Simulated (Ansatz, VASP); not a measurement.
Hf: VASP beside Ansatz

Contents of INCAR:

```
SYSTEM = Hf
PREC = Accurate
ENCUT = 520
EDIFF = 1E-6
ISMEAR = -1
SIGMA = 0.05
LREAL = .FALSE.
LASPH = .TRUE.
NELM = 60
ALGO = Normal
ISIF = 2
LWAVE = .FALSE.
LCHARG = .TRUE.
LELF = .TRUE.
LVHAR = .TRUE.
NBANDS = 11
```

Contents of KPOINTS:

```
regular mesh
0
G
  14 14 14
  0 0 0
```

The input POSCAR:

```
Hf
1.0
   -1.7375288132      1.7375288132      1.7375288132
    1.7375288132     -1.7375288132      1.7375288132
    1.7375288132      1.7375288132     -1.7375288132
Hf
1
Direct
    0.0000000000      0.0000000000      0.0000000000
```

Input for Ansatz:

```yaml
crystal:
  lattice:
    - [-1.7375288132, 1.7375288132, 1.7375288132]
    - [1.7375288132, -1.7375288132, 1.7375288132]
    - [1.7375288132, 1.7375288132, -1.7375288132]
  atoms:
    - { symbol: Hf, position: [0.0, 0.0, 0.0] }
kpoints:
  mp_grid: { grid: [14, 14, 14] }
scf:
  occupations: { method: fermi_dirac, width: 0.05 }
hamiltonian:
  xc: lda
  pseudopotentials: { kind: all_electron, lapw: { basis_error: 0.0005 } }
output:
  forces: true
  stress: true
  eigenvalues: true
```

Change from the starting cell: volume scaled by 0.95.

Alike in both runs: task single point; functional LDA; k mesh 14 × 14 × 14; occupations fermi-dirac, width 0.05 eV; no spin polarisation.

|  | VASP | Ansatz |
| --- | --- | --- |
| version | VASP 6.6.1 | Ansatz 0.2.0 |
| potentials or method | VASP PAW LDA potentials, release 64 (Hf_pv), cutoff 520 eV | all-electron LAPW, scalar-relativistic |

```csv
,VASP,Ansatz,Ansatz less VASP
pressure (GPa),-2.9,-3.0,-0.11
```

LDA's correlation is that of Perdew and Zunger in VASP and of Perdew and Wang (1992) in Ansatz. Ansatz ran all-electron here, and VASP with PAW potentials.

Spin-orbit coupling is off throughout.
